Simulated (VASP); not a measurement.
# Rh (P6_3/mmc) in VASP: notebook, part 2 of 2

VASP 6.6.1. The steps go on from the part before.

**3. Single point, PBEsol (uniaxial strain along c: -2.0 %, then relaxed in part)**

Contents of INCAR:

```
SYSTEM = Rh
PREC = Accurate
ENCUT = 520
EDIFF = 1E-7
ISMEAR = 0
SIGMA = 0.1
LREAL = .FALSE.
LASPH = .TRUE.
NELM = 80
ALGO = Fast
ISIF = 2
LWAVE = .FALSE.
LCHARG = .FALSE.
GGA = PS
NBANDS = 22
```

Contents of KPOINTS:

```
regular mesh
0
G
  24 24 12
  0 0 0
```

Contents of POSCAR:

```
Rh
1.0
    2.7045432810      0.0000000000      0.0000000000
   -1.3522716405      2.3422031870      0.0000000000
    0.0000000000      0.0000000000      4.2424398388
Rh
2
Direct
    0.6666666840      0.3333333160      0.7500000000
    0.3333333160      0.6666666840      0.2500000000
```

Potentials or basis: VASP PAW PBE potentials, release 64 (Rh_pv).

The run is started by

```console
$ cat potpaw_PBE.64/Rh_pv/POTCAR > POTCAR
$ mpirun -np 1 vasp_std > vasp.out
```

OUTCAR:

```text
SYSTEM = Rh
   PREC = Accurate
   ENCUT = 520
   EDIFF = 1E-7
   ISMEAR = 0
   LREAL = .FALSE.
   LASPH = .TRUE.
   NELM = 80
   ISIF = 2
   GGA = PS

 ion  position               nearest neighbor table
   1  0.667  0.333  0.750-   2 2.63   2 2.63   2 2.63   2 2.63   2 2.63   2 2.63
   2  0.333  0.667  0.250-   1 2.63   1 2.63   1 2.63   1 2.63   1 2.63   1 2.63

  LATTYP: Found a hexagonal cell.
 ALAT       =     2.7045432810
 C/A-ratio  =     1.5686344784

  Lattice vectors:

 A1 = (   2.7045432810,   0.0000000000,   0.0000000000)
 A2 = (  -1.3522716405,   2.3422031870,   0.0000000000)
 A3 = (   0.0000000000,   0.0000000000,   4.2424398388)

Analysis of symmetry for initial positions (statically):
=====================================================================
 Subroutine PRICEL returns:
 Original cell was already a primitive cell.

 Routine SETGRP: Setting up the symmetry group for a
 hexagonal supercell.

 Subroutine GETGRP returns: Found 24 space group operations
 (whereof 12 operations were pure point group operations)
 out of a pool of 24 trial point group operations.

The static configuration has the point symmetry D_3d.
 The point group associated with its full space group is D_6h.

Analysis of symmetry for dynamics (positions and initial velocities):
=====================================================================
 Subroutine PRICEL returns:
 Original cell was already a primitive cell.

 Routine SETGRP: Setting up the symmetry group for a
 hexagonal supercell.

 Subroutine GETGRP returns: Found 24 space group operations
 (whereof 12 operations were pure point group operations)
 out of a pool of 24 trial point group operations.

The dynamic configuration has the point symmetry D_3d.
 The point group associated with its full space group is D_6h.

 Subroutine INISYM returns: Found 24 space group operations
 (whereof 12 operations are pure point group operations),
 and found     1 'primitive' translations

----------------------------------------------------------------------------------------

                                     Primitive cell

  volume of cell :      26.8741

  direct lattice vectors                    reciprocal lattice vectors
     2.704543281  0.000000000  0.000000000     0.369748196  0.213474221  0.000000000
    -1.352271640  2.342203187  0.000000000     0.000000000  0.426948441  0.000000000
     0.000000000  0.000000000  4.242439839     0.000000000  0.000000000  0.235713419

  length of vectors
     2.704543281  2.704543281  4.242439839     0.426948441  0.426948441  0.235713419

  position of ions in fractional coordinates (direct lattice)
     0.666666684  0.333333316  0.750000000
     0.333333316  0.666666684  0.250000000

  ion indices of the primitive-cell ions
   primitive index   ion index
                 1           1
                 2           2

----------------------------------------------------------------------------------------

 KPOINTS: regular mesh

Automatic generation of k-mesh.
 Grid dimensions read from file:
 generate k-points for:   24   24   12

 Generating k-lattice:

  Cartesian coordinates                     Fractional coordinates (reciprocal lattice)
     0.015406175  0.008894759  0.000000000     0.041666667 -0.000000000  0.000000000
     0.000000000  0.017789518  0.000000000     0.000000000  0.041666667  0.000000000
     0.000000000  0.000000000  0.019642785     0.000000000  0.000000000  0.083333333

  Length of vectors
     0.017789518  0.017789518  0.019642785

  Shift w.r.t. Gamma in fractional coordinates (k-lattice)
     0.000000000  0.000000000  0.000000000

 Subroutine IBZKPT returns following result:
 ===========================================

 Found    427 irreducible k-points:

 Following reciprocal coordinates:
            Coordinates               Weight
  0.000000  0.000000  0.000000      1.000000
  0.041667 -0.000000  0.000000      6.000000
  0.083333 -0.000000  0.000000      6.000000
  0.125000 -0.000000  0.000000      6.000000
  0.166667 -0.000000  0.000000      6.000000
  0.208333 -0.000000  0.000000      6.000000
[... 16 lines left out ...]
  0.416667  0.041667  0.000000     12.000000
  0.458333  0.041667  0.000000     12.000000
 [... further k-points ...]
   k-points           NKPTS =    427   k-points in BZ     NKDIM =    427   number of bands    NBANDS=     22
   number of dos      NEDOS =    301   number of ions     NIONS =      2
   total plane-waves  NPLWV =  12800
   dimension x,y,z NGX =    20 NGY =   20 NGZ =   32
   dimension x,y,z NGXF=    40 NGYF=   40 NGZF=   64
   ions per type =               2
   NGX,Y,Z   is equivalent  to a cutoff of  12.29, 12.29, 12.54 a.u.
   NGXF,Y,Z  is equivalent  to a cutoff of  24.59, 24.59, 25.08 a.u.
 SYSTEM =  Rh
   PREC   = accura    normal or accurate (medium, high low for compatibility)
   ISTART =      0    job   : 0-new  1-cont  2-samecut
   ICHARG =      2    charge: 1-file 2-atom 10-const
   ISPIN  =      1    spin polarized calculation?
   LNONCOLLINEAR =      F non collinear calculations
   LSORBIT =      F    spin-orbit coupling
   LASPH  =      T    aspherical Exc in radial PAW
   ENCUT  =  520.0 eV  38.22 Ry    6.18 a.u.   5.03  5.03  7.89*2*pi/ulx,y,z
   NELM   =     80;   NELMIN=  2; NELMDL= -5     # of ELM steps
   EDIFF  = 0.1E-06   stopping-criterion for ELM
   LREAL  =      F    real-space projection
   EDIFFG = 0.1E-05   stopping-criterion for IOM
   NSW    =      0    number of steps for IOM
   IBRION =     -1    ionic relax: 0-MD 1-quasi-New 2-CG
   NFREE  =      0    steps in history (QN), initial steepest desc. (CG)
   ISIF   =      2    stress and relaxation
   ISYM   =      2    0-nonsym 1-usesym 2-fastsym
   POTIM  = 0.5000    time-step for ionic-motion
   TEBEG  =    0.0;   TEEND  =   0.0 temperature during run
   PSTRESS=    0.0 pullay stress
   NELECT =      30.0000    total number of electrons
   NUPDOWN=      -1.0000    fix difference up-down
   EMIN   =  10.00;   EMAX   =-10.00  energy-range for DOS
   EFERMI =   0.00;   METHOD = LEGACY
   ISMEAR =     0;   SIGMA  =   0.10  broadening in eV -4-tet -1-fermi 0-gaus
   EFERMI_NEDOS =   21; number of points for ismear=-14 and -15
   IALGO  =     68    algorithm
   IMIX   =      4    mixing-type and parameters
     AMIX     =   0.40;   BMIX     =  1.00
     AMIX_MAG =   1.60;   BMIX_MAG =  1.00
  volume/ion in A,a.u.               =      13.44        90.68
  Fermi-wavevector in a.u.,A,eV,Ry     =   1.698259  3.209244 39.240327  2.884083
  Thomas-Fermi vector in A             =   2.778791
   LORBIT       =      0    0 simple, 1 ext, 2 COOP (PROOUT), +10 PAW based schemes
   GGA     = PS    functional components
   LHFCALC =     F    Hartree Fock is set to
   AEXX    =    0.0000 exact exchange contribution
   IVDW    =     0    specifies the selected vdW correction
   LEPSILON=     F    determine dielectric tensor
   LRPA    =     F    only Hartree local field effects (RPA)
 non-spin polarized calculation
 RMM-DIIS sequential band-by-band and
 Gauss-broadening in eV      SIGMA  =   0.10
  energy-cutoff  :      520.00
  volume of cell :       26.87
 maximum number of plane-waves:       741
 NGX is ok and might be reduce to    20
   NGX =  9   NGY =  9   NGZ = 15

 number of electron      29.9999992 magnetization

 Free energy of the ion-electron system (eV)
  ---------------------------------------------------
  ext. energy  EPLUGINS =         0.00000000
  ---------------------------------------------------
  free energy    TOTEN  =       -16.18754169 eV

  energy without entropy =      -16.17190696  energy(sigma->0) =      -16.17972432

 E-fermi :  12.3059     XC(G=0): -14.3631

 val. band max:       12.3049391750   @ k =   0.2083   0.1250   0.5000
 cond. band min:      12.3061094500   @ k =   0.3750   0.0417   0.1667
 fundamental gap:      0.0011702751
 Fermi energy:        12.3058682040

 k-point     1 :       0.0000    0.0000    0.0000
  band No.  band energies     occupation
      1     -35.0528      2.00000
      2     -34.3049      2.00000
      3     -34.3049      2.00000
      4     -34.1771      2.00000
      5     -34.1679      2.00000
      6     -34.1679      2.00000
[... 14 lines left out ...]
     21      30.7945      0.00000
     22      31.1045      0.00000
[... 552 lines left out ...]
  band No.  band energies     occupation
      1     -34.8364      2.00000
      2     -34.6908      2.00000
      3     -34.6902      2.00000
      4     -34.4798      2.00000
      5     -34.4049      2.00000
      6     -34.2594      2.00000
[... 14 lines left out ...]
     21      24.8474      0.00000
     22      26.7942      0.00000

 [... further k-points ...]

------------------------ aborting loop because EDIFF is reached ----------------------------------------

  FORCE on cell =-STRESS in cart. coord.  units (eV):
  Direction    XX          YY          ZZ          XY          YZ          ZX
  --------------------------------------------------------------------------------------
  -------------------------------------------------------------------------------------
  Total       -0.0058121     -0.0058121      1.4952774     -0.0000000      0.0000000      0.0000000
  in kB       -0.3465071     -0.3465071     89.1452387     -0.0000000      0.0000000      0.0000000
  external PRESSURE =      29.4840748 kB  Pullay stress =       0.0000000 kB

 VOLUME and BASIS-vectors are now :
 -----------------------------------------------------------------------------
  energy-cutoff  :      520.00
  volume of cell :       26.87
      direct lattice vectors                 reciprocal lattice vectors
     2.704543281  0.000000000  0.000000000     0.369748196  0.213474221  0.000000000
    -1.352271640  2.342203187  0.000000000     0.000000000  0.426948441  0.000000000
     0.000000000  0.000000000  4.242439839     0.000000000  0.000000000  0.235713419

 POSITION                                       TOTAL-FORCE (eV/Angst)
 -----------------------------------------------------------------------------------
      1.35227      0.78073      3.18183        -0.000000      0.000000      0.000000
     -0.00000      1.56147      1.06061         0.000000     -0.000000      0.000000
 -----------------------------------------------------------------------------------
    total drift:                               -0.000025      0.000015     -0.000002

  FREE ENERGIE OF THE ION-ELECTRON SYSTEM (eV)
  ---------------------------------------------------
  free  energy   TOTEN  =       -16.1875416859 eV

  energy  without entropy=      -16.1719069576  energy(sigma->0) =      -16.17972432
```

stdout:

```text
POSCAR found type information on POSCAR Rh
 POSCAR found :  1 types and       2 ions
 scaLAPACK will be used
 -----------------------------------------------------------------------------
|                                                                             |
|                                                                             |
|     You enforced a specific xc type in the INCAR file but a different       |
|     I HOPE YOU KNOW WHAT YOU ARE DOING!                                     |
|                                                                             |
 -----------------------------------------------------------------------------

 LDA part: xc-table for (Slater+PW92), standard interpolation
 POSCAR, INCAR and KPOINTS ok, starting setup
 FFT: planning ... GRIDC
 FFT: planning ... GRID_SOFT
 FFT: planning ... GRID
 WAVECAR not read
 entering main loop
```

Wall time 1.7 min (1 thread of Intel Xeon 6975P-C (Granite Rapids), shared host); peak memory 0.29 GiB.

Results:

```yaml
Free_energy: -16.1875 eV
Pressure: 2.9 GPa
Band_gap_on_the_k_mesh: zero (band 15 reaches 12.96 eV, above the bottom of band 16 at 10.46 eV)
```

Stress tensor (GPa, compression positive):
```
-0.03  0.00  0.00
 0.00 -0.03  0.00
 0.00  0.00  8.91
```

Caveat: the cell differs from its parent crystal (uniaxial strain along c: -2.0 %, then relaxed in part); the PAW data sets were made with another functional, which shifts forces and pressure a little.

**4. Single point, PBEsol**

This run uses another cell than the first one, of 13.55 Å³/atom, 1.010 times its volume.

Contents of INCAR:

```
ALGO = Fast ; EDIFF = 1E-7
ENCUT = 520 ; GGA = PS
ISIF = 2 ; ISMEAR = 0
LASPH = T ; LCHARG = F
LREAL = F ; LWAVE = F
NBANDS = 22 ; NELM = 100
PREC = Accurate ; SIGMA = 0.1
```

Contents of KPOINTS:

```
k-points
0
Gamma
  24 24 12
```

Contents of POSCAR:

```
Rh
1.0
    2.6887360850      0.0000000000      0.0000000000
   -1.3443680425      2.3285137537      0.0000000000
    0.0000000000      0.0000000000      4.3290202437
Rh
2
Direct
    0.6666666667      0.3333333333      0.7500000000
    0.3333333333      0.6666666667      0.2500000000
```

The run is started by

```console
$ cat potpaw_PBE.64/Rh_pv/POTCAR > POTCAR
$ mpirun -np 1 vasp_std > vasp.out
```

Wall time 2 min (1 thread of Intel Xeon 6975P-C (Granite Rapids), shared host); peak memory 0.29 GiB.

The run converged. Its results:

* Free energy: -16.2040 eV
* Pressure: -0.1 GPa
* Band gap on the k mesh: zero (band 15 reaches 12.79 eV, above the bottom of band 16 at 10.28 eV)

Stress tensor (GPa, compression positive):
```
-0.32  0.00  0.00
 0.00 -0.32  0.00
 0.00  0.00  0.49
```

Levels at points of the mesh, in eV from the Fermi level:
```tsv
k point	band 11	band 12	band 13	band 14	band 15	band 16	band 17	band 18	band 19	band 20
(0.00, 0.00, 0.00)	-3.14	-2.58	-2.58	-2.01	-2.01	0.13	0.13	0.66	8.78	15.78
(0.50, 0.00, 0.00)	-2.78	-2.30	-2.28	0.41	0.66	0.74	3.03	5.15	10.38	10.90
(0.00, 0.00, 0.50)	-3.26	-3.26	-3.26	-3.26	-0.46	-0.46	-0.46	-0.46	14.87	14.87
(0.50, 0.00, 0.50)	-1.75	-1.75	-0.36	-0.36	0.61	0.61	2.63	2.63	9.41	9.41
```

Caveat: the PAW data sets were made with another functional, which shifts forces and pressure a little.

**5. Summary**

| cell | further INCAR settings | gap on the mesh (eV) | pressure (GPa) |
| --- | --- | --- | --- |
| a = 2.702, b = 2.702, c = 4.242 Å, angles 90.0, 90.0, 120.0°, 2 atoms | ALGO = Fast; EDIFF = 1e-06; NBANDS = 22 | none | 3.5 |
| a = 2.705, b = 2.705, c = 4.242 Å, angles 90.0, 90.0, 120.0°, 2 atoms | ALGO = Fast; EDIFF = 1e-07; NBANDS = 22 | none | 2.9 |
| a = 2.689, b = 2.689, c = 4.329 Å, angles 90.0, 90.0, 120.0°, 2 atoms | ALGO = Fast; EDIFF = 1e-07; NBANDS = 22 | none | -0.1 |

Alike in all rows: task single point; level PBEsol; potentials or basis VASP PAW PBE potentials, release 64 (Rh_pv); no spin polarisation; k mesh 24 × 24 × 12; cutoff (eV) 520; smearing gaussian 0.1 eV.

Caveats: the PAW data sets were made with another functional, which shifts forces and pressure a little.

Absolute energies hang on the potentials; compare differences alone.
